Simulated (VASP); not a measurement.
Wanted: the native input for a VASP 6.6.1 run.

| Item | Value |
| --- | --- |
| Task | relaxation of the atoms |
| Functional | PBEsol |
| Potentials or basis | VASP PAW PBE potentials, release 64 (Y_sv, N) |
| Cutoff | 520 eV |
| k mesh | 12 × 12 × 12 |
| Occupations | gaussian, width 0.01 eV |
| Spin | no spin polarisation |
| Dipole correction | no |
| Further INCAR settings | ALGO = Normal; EDIFF = 1e-07; IBRION = 2; EDIFFG = -0.002; NSW = 60 |

The structure of YN lies in POSCAR:

```
YN
1.0
    0.0353800962      2.4592121291      2.4592121291
    2.4592121291      0.0353800962      2.4592121291
    2.4592121291      2.4592121291      0.0353800962
Y N
1 1
Direct
    0.0000000000      0.0000000000      0.0000000000
    0.5000000000      0.5000000000      0.5000000000
```

This cell differs from its parent crystal: strained cell.

These files were run (other wordings do the same):

INCAR

```
PREC = Accurate
ENCUT = 520
EDIFF = 1E-7
ISMEAR = 0
SIGMA = 0.01
LREAL = F
LASPH = T
NELM = 120
ALGO = Normal
ISIF = 2
LWAVE = F
LCHARG = F
GGA = PS
IBRION = 2
NSW = 60
EDIFFG = -0.002
GGA_COMPAT = F
NELMIN = 4
```

KPOINTS

```
Automatic mesh
0
Gamma
  12 12 12
```

Potentials or basis: VASP PAW PBE potentials, release 64 (Y_sv, N).

Run with:

```console
$ cat potpaw_PBE.64/Y_sv/POTCAR potpaw_PBE.64/N/POTCAR > POTCAR
$ mpirun -np 1 vasp_std > vasp.out
```

Results of the run:

```
Pressure after relaxing : -2.8 GPa
Band gap on the k mesh  : 0.07 eV (least direct gap 0.45 eV)
```

Caveat: the cell differs from its parent crystal (strained cell); the relaxation stopped at its first step, so nothing moved; the PAW data sets were made with another functional, which shifts forces and pressure a little.

Run time: 2.4 min on 1 thread of Intel Xeon 8259CL, on a shared host, peak memory 0.24 GiB.
